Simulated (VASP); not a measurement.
## BaS: single point with PBE

BaS:

```
Ba S
1.0
     0.00000    3.22537    3.22537
     3.22537    0.00000    3.22537
     3.22537    3.22537    0.00000
Ba S
1 1
Direct
  0.00000 0.00000 0.00000
  0.50000 0.50000 0.50000
```

- Program: VASP 6.6.1
- Task: single point
- Functional: PBE
- Potentials or basis: VASP PAW PBE potentials, release 64 (Ba_sv, S)
- Cutoff: 520 eV
- k mesh: 7 × 7 × 7
- Occupations: fermi-dirac, width 0.01 eV
- Spin: no spin polarisation

```json
{
  "Pressure": "0.1 GPa",
  "Band gap on the k mesh": "2.21 eV (least direct gap 2.37 eV)"
}
```

Levels at points of the mesh, in eV from the valence-band top:
| k point | band 5 | band 6 | band 7 | band 8 | band 9 | band 10 | band 11 | band 12 |
| --- | --- | --- | --- | --- | --- | --- | --- | --- |
| (0.00, 0.00, 0.00) | -10.32 | 0.00 | 0.00 | 0.00 | 3.46 | 3.86 | 3.86 | 3.86 |

It took 18 s on 1 thread of Intel(R) Xeon(R) Platinum 8488C (Sapphire Rapids) (shared host), peak memory 0.21 GiB.

Caveat: spin-orbit coupling is left out, which moves the levels of the heavy elements; an odd mesh through Γ misses points on the zone boundary, where band edges can lie.
